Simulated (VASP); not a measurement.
A run of VASP 6.6.1 is set up as follows.

The input INCAR:

```
PREC = Accurate
ENCUT = 520
EDIFF = 1E-6
ISMEAR = 0
SIGMA = 0.1
LREAL = False
LASPH = True
NELM = 100
ALGO = Fast
ISIF = 2
LWAVE = False
LCHARG = True
GGA = CA
LELF = True
LVHAR = True
NBANDS = 9
```

KPOINTS

```
Automatic mesh
0
Gamma
  21 21 12
```

POSCAR

```
Be
1.0
    2.2262148884      0.0000000000      0.0000000000
   -1.1131074442      1.9279586477      0.0000000000
    0.0000000000      0.0000000000      3.5165759776
Be
2
Direct
    0.3333333333      0.6666666667      0.2500000000
    0.6666666667      0.3333333333      0.7500000000
```

Potentials or basis: VASP PAW LDA potentials, release 64 (Be).

The run is started by

```sh
$ cat potpaw_LDA.64/Be/POTCAR > POTCAR
$ mpirun -np 1 vasp_std > vasp.out
```

(1) What does it give for the pressure?

(2) What does it give for the band gap on the k mesh?

Results:

(1) 0.4 GPa.

(2) zero (band 2 reaches 8.13 eV, above the bottom of band 3 at 6.02 eV).
